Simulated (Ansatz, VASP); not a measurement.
## WC in VASP and in Ansatz

Contents of INCAR:

```
PREC     = Accurate       # precision mode
ENCUT    = 520            # plane-wave cutoff, eV
EDIFF    = 1E-7           # SCF threshold, eV
ISMEAR   = 0              # smearing method
SIGMA    = 0.15           # smearing width, eV
LREAL    = F              # projectors in reciprocal space
LASPH    = T              # aspherical terms in the spheres
NELM     = 80             # most SCF steps
ALGO     = Normal         # electronic algorithm
ISIF     = 2              # what is computed and relaxed
LWAVE    = F              # write WAVECAR
LCHARG   = F              # write CHGCAR
GGA      = PS             # functional
NBANDS   = 16             # bands
```

File KPOINTS:

```
regular mesh
0
Gamma
  24 24 22
```

File POSCAR:

```
WC
1.0
    2.8984136663      0.0000000000      0.0000000000
   -1.4492068332      2.4096958711      0.0000000000
    0.0000000000      0.0000000000      2.8276119040
W C
1 1
Direct
    0.0000000000      0.0000000000      0.0000000000
    0.6666666667      0.3333333333      0.5000000000
```

Input for Ansatz:

```yaml
crystal:
  lattice:
    - [2.8984136663, 0.0, 0.0]
    - [-1.4492068332, 2.4096958711, 0.0]
    - [0.0, 0.0, 2.827611904]
  atoms:
    - { symbol: W, position: [0.0, 0.0, 0.0] }
    - { symbol: C, position: [0.6666666667, 0.3333333333, 0.5] }
basis:
  ecutwfc: 420
kpoints:
  mp_grid: { grid: [24, 24, 22] }
hamiltonian:
  xc: pbesol
scf:
  occupations: { method: gaussian, width: 0.15 }
output:
  forces: true
  stress: true
  eigenvalues: true
```

Change from the starting cell: strain -0.0400 x Voigt [0, 1, 0, 0, 0, 0], atoms carried along.

Alike in both runs: task single point; functional PBEsol; k mesh 24 × 24 × 22; occupations gaussian, width 0.15 eV; no spin polarisation.

```csv
,VASP,Ansatz
version,VASP 6.6.1,Ansatz 0.2.0
potentials or method,"VASP PAW PBE potentials, release 64 (W_sv, C), cutoff 520 eV","scalar-relativistic, plane waves, PAW"
valence electrons in the cell,18,18
```

|  | VASP | Ansatz | Ansatz less VASP |
| --- | --- | --- | --- |
| gap on the k mesh at the Fermi level (eV) | none | none | - |
| pressure (GPa) | 19.4 | 17.8 | -1.57 |
| traceless stress, the component that is largest in VASP (GPa) | 16.30 | 16.35 | +0.045 |
| rms of the force components (eV/Å) | 0.181 | 0.177 | -0.0039 |

VASP's potentials were made for PBE, not for PBEsol. Atom by atom the forces differ by 0.004 eV/Å (rms over components). A gap of «none» marks a metal or a gap that the smearing closes. The functional is the same, so the differences come from potentials, cutoffs and numerics.

Spin-orbit coupling is off throughout.
